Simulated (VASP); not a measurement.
Wanted: the native input for a VASP 6.6.1 run.

| Quantity | Value |
| --- | --- |
| Task | single point |
| Functional | PBEsol |
| Potentials or basis | VASP PAW PBE potentials, release 64 (Al, Ga_d, N) |
| Cutoff | 520 eV |
| k mesh | 6 × 6 × 6 |
| Occupations | gaussian, width 0.05 eV |
| Spin | no spin polarisation |
| Dipole correction | no |
| Further INCAR settings | ALGO = Normal; EDIFF = 1e-06; NBANDS = 31 |

The structure of Al3GaN4 lies in POSCAR:

```
Al3GaN4
1.0
    4.5757193208      0.0000000000      0.0000000000
    0.0000000000      4.5757193208      0.0000000000
    0.0000000000      0.0000000000      4.3062094528
Al Ga N
3 1 4
Direct
    0.5000000000      0.5000000000      0.0000000000
    0.5000000000      0.0000000000      0.5000000000
    0.0000000000      0.5000000000      0.5000000000
    0.0000000000      0.0000000000      0.0000000000
    0.7447140287      0.7447140287      0.2552859713
    0.7447140287      0.2552859713      0.7447140287
    0.2552859713      0.7447140287      0.7447140287
    0.2552859713      0.2552859713      0.2552859713
```

The input as run:

INCAR

```
ALGO     = Normal         # electronic algorithm
EDIFF    = 1E-6           # SCF threshold, eV
ENCUT    = 520            # plane-wave cutoff, eV
GGA      = PS             # functional
ISIF     = 2              # what is computed and relaxed
ISMEAR   = 0              # smearing method
LASPH    = True           # aspherical terms in the spheres
LCHARG   = False          # write CHGCAR
LREAL    = False          # projectors in reciprocal space
LWAVE    = False          # write WAVECAR
NBANDS   = 31             # bands
NELM     = 60             # most SCF steps
PREC     = Accurate       # precision mode
SIGMA    = 0.05           # smearing width, eV
```

KPOINTS

```
k-points
0
Gamma
  6 6 6
```

Potentials or basis: VASP PAW PBE potentials, release 64 (Al, Ga_d, N).

Command:

```console
$ cat potpaw_PBE.64/Al/POTCAR potpaw_PBE.64/Ga_d/POTCAR potpaw_PBE.64/N/POTCAR > POTCAR
$ mpirun -np 1 vasp_std > vasp.out
```

It gave:

```json
{"Pressure": "-9.6 GPa", "Largest force": "0.060 eV/Å", "Band gap on the k mesh": "2.85 eV"}
```

Caveat: the cell stands under tension; the PAW data sets were made with another functional, which shifts forces and pressure a little.

Run time: 2.6 min on 1 thread of Intel Xeon 8259CL, with other jobs on the host, peak memory 0.26 GiB.
